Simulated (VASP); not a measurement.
Write the native input for VASP 6.6.1 that does the following.

| Property | Result |
| --- | --- |
| Task | single point |
| Functional | PBEsol |
| Dispersion | D4 |
| Potentials or basis | VASP PAW PBE potentials, release 64 (Os) |
| Cutoff | 520 eV |
| k mesh | 11 × 11 × 6 |
| Occupations | fermi-dirac, width 0.05 eV |
| Spin | no spin polarisation |
| Dipole correction | no |
| Further INCAR settings | ALGO = Normal; EDIFF = 1e-06; NBANDS = 15 |

The structure of Os lies in POSCAR:

```
Os
1.0
    2.7186898226      0.0000000000      0.0000000000
   -1.3593449113      2.3544544514      0.0000000000
    0.0000000000      0.0000000000      4.2988485592
Os
2
Direct
    0.6666666667      0.3333333333      0.7500000000
    0.3333333333      0.6666666667      0.2500000000
```

These files were run (other wordings do the same):

INCAR

```
PREC = Accurate
ENCUT = 520
EDIFF = 1E-6
ISMEAR = -1
SIGMA = 0.05
LREAL = F
LASPH = T
NELM = 60
ALGO = Normal
ISIF = 2
LWAVE = F
LCHARG = F
GGA = PS
IVDW = 13
NBANDS = 15
```

KPOINTS

```
regular mesh
0
Gamma
  11 11 6
```

Potentials or basis: VASP PAW PBE potentials, release 64 (Os).

Launch:

```sh
$ cat potpaw_PBE.64/Os/POTCAR > POTCAR
$ mpirun -np 1 vasp_std > vasp.out
```

It gave:

| Item | Value |
| --- | --- |
| Pressure | 0.7 GPa |
| Band gap on the k mesh | zero (band 8 reaches 11.73 eV, above the bottom of band 9 at 7.73 eV) |
| Dispersion energy per atom | -0.413 eV |

Caveat: the PAW data sets were made with another functional, which shifts forces and pressure a little; spin-orbit coupling is left out, which moves the levels of the heavy elements; pairwise dispersion overbinds metals, which lowers pressure and volume.

Run time: 24 s on 1 thread of Intel(R) Xeon(R) Platinum 8375C CPU @ 2.90GHz (Ice Lake) (shared host), peak memory 0.15 GiB.
